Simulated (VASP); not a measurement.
# GaP4 (Pn-3m) in VASP: notebook

GaP4 is run at these levels: PBE; tasks: single point.

All numbers are computed with VASP 6.6.1; they aren't measurements. Logs are shortened: lines on timing, memory, paths and dates and some standing lists are left out, and cuts for length are marked.

### 1 The cell of the first run

Symmetry: Pn-3m, No. 224, cubic system. The conventional cell has a = 9.004 Å, b = 9.004 Å, c = 9.004 Å, α = 90.00°, β = 90.00°, γ = 90.00°. Within 3.9 Å of Ga (site symmetry -43m) lie 4 P at 2.93 Å. P (site symmetry 3m) has 1 P at 1.93 Å within 2.6 Å.

The cell was built from a structure type or drawn by symmetry, and may not be a known phase.

### 2 Single point, PBE

Contents of INCAR:

```
SYSTEM = GaP4
ALGO = Normal
EDIFF = 1E-7
ENCUT = 520
GGA = PE
ISIF = 2
ISMEAR = 0
LASPH = .TRUE.
LCHARG = .FALSE.
LREAL = .FALSE.
LWAVE = .FALSE.
NBANDS = 44
NELM = 60
PREC = Accurate
SIGMA = 0.1
```

Contents of KPOINTS:

```
k-points
0
G
  4 4 4
  0 0 0
```

Contents of POSCAR:

```
GaP4
1.0
    9.0036798475      0.0000000000      0.0000000000
    0.0000000000      9.0036798475      0.0000000000
    0.0000000000      0.0000000000      9.0036798475
Ga P
2 8
Direct
    0.0000000000      0.0000000000      0.0000000000
    0.5000000000      0.5000000000      0.5000000000
    0.3119707835      0.3119707835      0.3119707835
    0.6880292165      0.6880292165      0.3119707835
    0.6880292165      0.3119707835      0.6880292165
    0.3119707835      0.6880292165      0.6880292165
    0.8119707835      0.8119707835      0.1880292165
    0.1880292165      0.1880292165      0.1880292165
    0.8119707835      0.1880292165      0.8119707835
    0.1880292165      0.8119707835      0.8119707835
```

Potentials or basis: VASP PAW PBE potentials, release 64 (Ga_d, P).

Run with:

```
> cat potpaw_PBE.64/Ga_d/POTCAR potpaw_PBE.64/P/POTCAR > POTCAR
> mpirun -np 1 vasp_std > vasp.out
```

OUTCAR:

```text
SYSTEM = GaP4
   EDIFF = 1E-7
   ENCUT = 520
   GGA = PE
   ISIF = 2
   ISMEAR = 0
   LASPH = .TRUE.
   LREAL = .FALSE.
   NELM = 60
   PREC = Accurate

 ion  position               nearest neighbor table
   1  0.000  0.000  0.000-   7 2.93   8 2.93   9 2.93  10 2.93
   2  0.500  0.500  0.500-   3 2.93   4 2.93   5 2.93   6 2.93
   3  0.312  0.312  0.312-   8 1.93   2 2.93
   4  0.688  0.688  0.312-   7 1.93   2 2.93
   5  0.688  0.312  0.688-   9 1.93   2 2.93
   6  0.312  0.688  0.688-  10 1.93   2 2.93
   7  0.812  0.812  0.188-   4 1.93   1 2.93
   8  0.188  0.188  0.188-   3 1.93   1 2.93
   9  0.812  0.188  0.812-   5 1.93   1 2.93
  10  0.188  0.812  0.812-   6 1.93   1 2.93

  LATTYP: Found a simple cubic cell.
 ALAT       =     9.0036798475

  Lattice vectors:

 A1 = (   9.0036798475,   0.0000000000,   0.0000000000)
 A2 = (   0.0000000000,   9.0036798475,   0.0000000000)
 A3 = (   0.0000000000,   0.0000000000,   9.0036798475)

Analysis of symmetry for initial positions (statically):
=====================================================================
 Subroutine PRICEL returns:
 Original cell was already a primitive cell.

 Routine SETGRP: Setting up the symmetry group for a
 simple cubic supercell.

 Subroutine GETGRP returns: Found 48 space group operations
 (whereof 24 operations were pure point group operations)
 out of a pool of 48 trial point group operations.

The static configuration has the point symmetry T_d .
 The point group associated with its full space group is O_h .

Analysis of symmetry for dynamics (positions and initial velocities):
=====================================================================
 Subroutine PRICEL returns:
 Original cell was already a primitive cell.

 Routine SETGRP: Setting up the symmetry group for a
 simple cubic supercell.

 Subroutine GETGRP returns: Found 48 space group operations
 (whereof 24 operations were pure point group operations)
 out of a pool of 48 trial point group operations.

The dynamic configuration has the point symmetry T_d .
 The point group associated with its full space group is O_h .

 Subroutine INISYM returns: Found 48 space group operations
 (whereof 24 operations are pure point group operations),
 and found     1 'primitive' translations

----------------------------------------------------------------------------------------
[... 101 lines left out ...]
   ISYM   =      2    0-nonsym 1-usesym 2-fastsym
   POTIM  = 0.5000    time-step for ionic-motion
   TEBEG  =    0.0;   TEEND  =   0.0 temperature during run
   PSTRESS=    0.0 pullay stress
   NELECT =      66.0000    total number of electrons
   NUPDOWN=      -1.0000    fix difference up-down
   EMIN   =  10.00;   EMAX   =-10.00  energy-range for DOS
   EFERMI =   0.00;   METHOD = LEGACY
   ISMEAR =     0;   SIGMA  =   0.10  broadening in eV -4-tet -1-fermi 0-gaus
   EFERMI_NEDOS =   21; number of points for ismear=-14 and -15
   IALGO  =     38    algorithm
   IMIX   =      4    mixing-type and parameters
     AMIX     =   0.40;   BMIX     =  1.00
     AMIX_MAG =   1.60;   BMIX_MAG =  1.00
  volume/ion in A,a.u.               =      72.99       492.56
  Fermi-wavevector in a.u.,A,eV,Ry     =   0.734800  1.388572  7.346217  0.539932
  Thomas-Fermi vector in A             =   1.827842
   LORBIT       =      0    0 simple, 1 ext, 2 COOP (PROOUT), +10 PAW based schemes
   GGA     = PE    functional components
   LHFCALC =     F    Hartree Fock is set to
   AEXX    =    0.0000 exact exchange contribution
   IVDW    =     0    specifies the selected vdW correction
   LEPSILON=     F    determine dielectric tensor
   LRPA    =     F    only Hartree local field effects (RPA)
 non-spin polarized calculation
 Gauss-broadening in eV      SIGMA  =   0.10
  energy-cutoff  :      520.00
  volume of cell :      729.89
 maximum number of plane-waves:     19738
 NGX is ok and might be reduce to    70
   NGX = 33   NGY = 33   NGZ = 33

 number of electron      65.9999992 magnetization

 Free energy of the ion-electron system (eV)
  ---------------------------------------------------
  ext. energy  EPLUGINS =         0.00000000
  ---------------------------------------------------
  free energy    TOTEN  =       -39.53827712 eV

  energy without entropy =      -39.45745139  energy(sigma->0) =      -39.49786426

 E-fermi :  -1.3956     XC(G=0):  -4.5884

 val. band max:       -1.4216929343   @ k =   0.5000   0.0000   0.0000
 cond. band min:      -1.3886507494   @ k =   0.2500   0.0000   0.0000
 fundamental gap:      0.0330421850
 Fermi energy:        -1.3955897011

 k-point     1 :       0.0000    0.0000    0.0000
  band No.  band energies     occupation
      1     -16.6827      2.00000
      2     -16.6827      2.00000
      3     -16.6827      2.00000
      4     -16.6815      2.00000
      5     -16.6815      2.00000
      6     -16.6815      2.00000
[... 459 lines left out ...]
     43       0.0113      0.00000
     44       2.0548      0.00000

------------------------ aborting loop because EDIFF is reached ----------------------------------------

  FORCE on cell =-STRESS in cart. coord.  units (eV):
  Direction    XX          YY          ZZ          XY          YZ          ZX
  --------------------------------------------------------------------------------------
  -------------------------------------------------------------------------------------
  Total        0.1069994      0.1069994      0.1069994     -0.0000000     -0.0000000      0.0000000
  in kB        0.2348724      0.2348724      0.2348724     -0.0000000     -0.0000000      0.0000000
  external PRESSURE =       0.2348724 kB  Pullay stress =       0.0000000 kB

 VOLUME and BASIS-vectors are now :
 -----------------------------------------------------------------------------
  energy-cutoff  :      520.00
  volume of cell :      729.89
      direct lattice vectors                 reciprocal lattice vectors
     9.003679848  0.000000000  0.000000000     0.111065699  0.000000000  0.000000000
     0.000000000  9.003679848  0.000000000     0.000000000  0.111065699  0.000000000
     0.000000000  0.000000000  9.003679848     0.000000000  0.000000000  0.111065699

 POSITION                                       TOTAL-FORCE (eV/Angst)
 -----------------------------------------------------------------------------------
      0.00000      0.00000      0.00000         0.000000     -0.000000     -0.000000
      4.50184      4.50184      4.50184         0.000000     -0.000000     -0.000000
      2.80889      2.80889      2.80889        -0.019136     -0.019136     -0.019136
      6.19479      6.19479      2.80889         0.019136      0.019136     -0.019136
      6.19479      2.80889      6.19479         0.019136     -0.019136      0.019136
      2.80889      6.19479      6.19479        -0.019136      0.019136      0.019136
      7.31072      7.31072      1.69295        -0.019136     -0.019136      0.019136
      1.69295      1.69295      1.69295         0.019136      0.019136      0.019136
      7.31072      1.69295      7.31072        -0.019136      0.019136     -0.019136
      1.69295      7.31072      7.31072         0.019136     -0.019136     -0.019136
 -----------------------------------------------------------------------------------
    total drift:                                0.000000      0.000000      0.000000

  FREE ENERGIE OF THE ION-ELECTRON SYSTEM (eV)
  ---------------------------------------------------
  free  energy   TOTEN  =       -39.5382771219 eV

  energy  without entropy=      -39.4574513939  energy(sigma->0) =      -39.49786426
```

Run time: 12 min. Hardware: 1 thread of Intel Xeon Platinum 8488C (Sapphire Rapids), shared host; peak memory 0.78 GiB.

What came out:

| Quantity | Value |
| --- | --- |
| Free energy | -39.5383 eV |
| Pressure | 0.0 GPa |
| Largest force | 0.033 eV/Å |
| Band gap on the k mesh | zero (bands 33 and 34 overlap by 0.16 eV) |

Forces in eV/Å, atoms in the order of the input:
```
Ga   0.000  0.000  0.000
Ga   0.000  0.000  0.000
P   -0.019 -0.019 -0.019
P    0.019  0.019 -0.019
P    0.019 -0.019  0.019
P   -0.019  0.019  0.019
P   -0.019 -0.019  0.019
P    0.019  0.019  0.019
P   -0.019  0.019 -0.019
P    0.019 -0.019 -0.019
```

Levels at points of the mesh, in eV from the Fermi level:
| k point | band 30 | band 31 | band 32 | band 33 | band 34 | band 35 |
| --- | --- | --- | --- | --- | --- | --- |
| (0.00, 0.00, 0.00) | -2.80 | -2.80 | -1.13 | 0.04 | 0.04 | 0.04 |
| (0.50, 0.00, 0.00) | -2.83 | -2.20 | -2.20 | -0.03 | -0.03 | 0.15 |
| (0.50, 0.50, 0.00) | -2.82 | -2.20 | -2.20 | 0.02 | 0.02 | 0.15 |
| (0.50, 0.50, 0.50) | -2.78 | -2.78 | -1.11 | 0.11 | 0.11 | 0.11 |

Caveat: semilocal functionals underestimate gaps, so a narrow gap can read as zero.

### 3 Single point, PBE

This run uses another cell than the first one, of 73.28 Å³/atom.

Contents of INCAR:

```
SYSTEM = GaP4
ALGO = Normal ; EDIFF = 1E-6
ENCUT = 520 ; GGA = PE
ISIF = 2 ; ISMEAR = 0
LASPH = .True. ; LCHARG = .False.
LREAL = .False. ; LWAVE = .False.
NBANDS = 44 ; NELM = 100
PREC = Accurate ; SIGMA = 0.1
```

Contents of KPOINTS:

```
k-points
0
Gamma
  4 4 4
  0 0 0
```

Contents of POSCAR:

```
GaP4
1.0
    9.0157556091      0.0000000000      0.0000000000
    0.0000000000      9.0157556091      0.0000000000
    0.0000000000      0.0000000000      9.0157556091
Ga P
2 8
Direct
    0.0000000000      0.0000000000      0.0000000000
    0.5000000000      0.5000000000      0.5000000000
    0.3119667316      0.3119667316      0.3119667316
    0.6880332684      0.6880332684      0.3119667316
    0.6880332684      0.3119667316      0.6880332684
    0.3119667316      0.6880332684      0.6880332684
    0.8119667316      0.8119667316      0.1880332684
    0.1880332684      0.1880332684      0.1880332684
    0.8119667316      0.1880332684      0.8119667316
    0.1880332684      0.8119667316      0.8119667316
```

Potentials or basis: VASP PAW PBE potentials, release 64 (Ga_d, P).

Run with:

```
> cat potpaw_PBE.64/Ga_d/POTCAR potpaw_PBE.64/P/POTCAR > POTCAR
> mpirun -np 1 vasp_std > vasp.out
```

OUTCAR:

```text
SYSTEM = GaP4
   EDIFF = 1E-6
   ENCUT = 520
   GGA = PE
   ISIF = 2
   ISMEAR = 0
   LASPH = .True.
   LREAL = .False.
   NELM = 100
   PREC = Accurate

 ion  position               nearest neighbor table
   1  0.000  0.000  0.000-   7 2.94   8 2.94   9 2.94  10 2.94
   2  0.500  0.500  0.500-   3 2.94   4 2.94   5 2.94   6 2.94
   3  0.312  0.312  0.312-   8 1.94   2 2.94
   4  0.688  0.688  0.312-   7 1.94   2 2.94
   5  0.688  0.312  0.688-   9 1.94   2 2.94
   6  0.312  0.688  0.688-  10 1.94   2 2.94
   7  0.812  0.812  0.188-   4 1.94   1 2.94
   8  0.188  0.188  0.188-   3 1.94   1 2.94
[... 675 lines left out ...]
  external PRESSURE =      -0.3133401 kB  Pullay stress =       0.0000000 kB

 VOLUME and BASIS-vectors are now :
 -----------------------------------------------------------------------------
  energy-cutoff  :      520.00
  volume of cell :      732.84
      direct lattice vectors                 reciprocal lattice vectors
     9.015755609  0.000000000  0.000000000     0.110916937  0.000000000  0.000000000
     0.000000000  9.015755609  0.000000000     0.000000000  0.110916937  0.000000000
     0.000000000  0.000000000  9.015755609     0.000000000  0.000000000  0.110916937

 POSITION                                       TOTAL-FORCE (eV/Angst)
 -----------------------------------------------------------------------------------
      0.00000      0.00000      0.00000        -0.000000     -0.000000     -0.000000
      4.50788      4.50788      4.50788        -0.000000     -0.000000     -0.000000
      2.81262      2.81262      2.81262        -0.059670     -0.059670     -0.059670
      6.20314      6.20314      2.81262         0.059670      0.059670     -0.059670
      6.20314      2.81262      6.20314         0.059670     -0.059670      0.059670
      2.81262      6.20314      6.20314        -0.059670      0.059670      0.059670
      7.32049      7.32049      1.69526        -0.059670     -0.059670      0.059670
      1.69526      1.69526      1.69526         0.059670      0.059670      0.059670
      7.32049      1.69526      7.32049        -0.059670      0.059670     -0.059670
      1.69526      7.32049      7.32049         0.059670     -0.059670     -0.059670
 -----------------------------------------------------------------------------------
    total drift:                                0.000000      0.000000      0.000000

  FREE ENERGIE OF THE ION-ELECTRON SYSTEM (eV)
  ---------------------------------------------------
  free  energy   TOTEN  =       -39.5383558945 eV

  energy  without entropy=      -39.4572022497  energy(sigma->0) =      -39.49777907
```

OSZICAR:

```text
N       E                     dE             d eps       ncg     rms          rms(c)
DAV:   1     0.401469901146E+03    0.40147E+03   -0.24070E+04   952   0.119E+03
DAV:   2     0.138432118131E+02   -0.38763E+03   -0.37351E+03  1144   0.243E+02
DAV:   3    -0.394410140281E+02   -0.53284E+02   -0.52397E+02  1064   0.891E+01
DAV:   4    -0.422930773442E+02   -0.28521E+01   -0.28145E+01  1188   0.232E+01
DAV:   5    -0.423720919921E+02   -0.79015E-01   -0.78368E-01  1188   0.337E+00    0.143E+01
DAV:   6    -0.397468638581E+02    0.26252E+01   -0.51063E+00  1120   0.941E+00    0.737E+00
DAV:   7    -0.395702117669E+02    0.17665E+00   -0.46157E+00  1156   0.565E+00    0.222E+00
DAV:   8    -0.395365561662E+02    0.33656E-01   -0.53378E-01   948   0.293E+00    0.187E+00
DAV:   9    -0.395570447500E+02   -0.20489E-01   -0.86313E-02  1040   0.136E+00    0.645E-01
DAV:  10    -0.395370799369E+02    0.19965E-01   -0.63149E-02  1188   0.100E+00    0.187E-01
DAV:  11    -0.395382944684E+02   -0.12145E-02   -0.14365E-02  1144   0.407E-01    0.356E-01
DAV:  12    -0.395384926426E+02   -0.19817E-03   -0.82890E-04  1292   0.115E-01    0.181E-01
DAV:  13    -0.395383592625E+02    0.13338E-03   -0.52586E-04  1000   0.112E-01    0.514E-02
DAV:  14    -0.395383669366E+02   -0.76740E-05   -0.58593E-05   996   0.264E-02    0.335E-02
DAV:  15    -0.395383536088E+02    0.13328E-04   -0.80695E-05   952   0.317E-02    0.373E-03
DAV:  16    -0.395383548887E+02   -0.12799E-05   -0.13536E-05   988   0.128E-02    0.823E-03
DAV:  17    -0.395383560381E+02   -0.11494E-05   -0.79671E-07   600   0.468E-03    0.231E-03
DAV:  18    -0.395383558945E+02    0.14360E-06   -0.18221E-07   528   0.284E-03
   1 F= -.39538356E+02 E0= -.39497779E+02  d E =-.811536E-01
```

stdout:

```text
POSCAR found type information on POSCAR GaP
 POSCAR found :  2 types and      10 ions
 scaLAPACK will be used
 LDA part: xc-table for (Slater+PW92), standard interpolation
 POSCAR, INCAR and KPOINTS ok, starting setup
 FFT: planning ... GRIDC
 FFT: planning ... GRID_SOFT
 FFT: planning ... GRID
 WAVECAR not read
 entering main loop
```

It took 11 min on 1 thread of Intel Xeon Platinum 8488C (Sapphire Rapids), shared host; peak memory 0.8 GiB.

Results:

| Item | Value |
| --- | --- |
| Free energy | -39.5384 eV |
| Pressure | 0.0 GPa |
| Largest force | 0.103 eV/Å |
| Band gap on the k mesh | zero (bands 33 and 34 overlap by 0.16 eV) |

Forces on the atoms (eV/Å):
```
Ga   0.000  0.000  0.000
Ga   0.000  0.000  0.000
P   -0.060 -0.060 -0.060
P    0.060  0.060 -0.060
P    0.060 -0.060  0.060
P   -0.060  0.060  0.060
P   -0.060 -0.060  0.060
P    0.060  0.060  0.060
P   -0.060  0.060 -0.060
P    0.060 -0.060 -0.060
```

Levels at points of the mesh, in eV from the Fermi level:
| k point | band 28 | band 29 | band 30 | band 31 | band 32 | band 33 | band 34 | band 35 | band 36 | band 37 |
| --- | --- | --- | --- | --- | --- | --- | --- | --- | --- | --- |
| (0.00, 0.00, 0.00) | -2.89 | -2.79 | -2.79 | -2.79 | -1.14 | 0.04 | 0.04 | 0.04 | 0.31 | 0.31 |
| (0.50, 0.00, 0.00) | -2.83 | -2.83 | -2.83 | -2.21 | -2.21 | -0.03 | -0.03 | 0.15 | 0.15 | 0.55 |
| (0.50, 0.50, 0.00) | -2.82 | -2.82 | -2.82 | -2.21 | -2.21 | 0.02 | 0.02 | 0.15 | 0.15 | 0.53 |
| (0.50, 0.50, 0.50) | -2.86 | -2.77 | -2.77 | -2.77 | -1.12 | 0.10 | 0.10 | 0.10 | 0.30 | 0.30 |

Caveat: semilocal functionals underestimate gaps, so a narrow gap can read as zero.
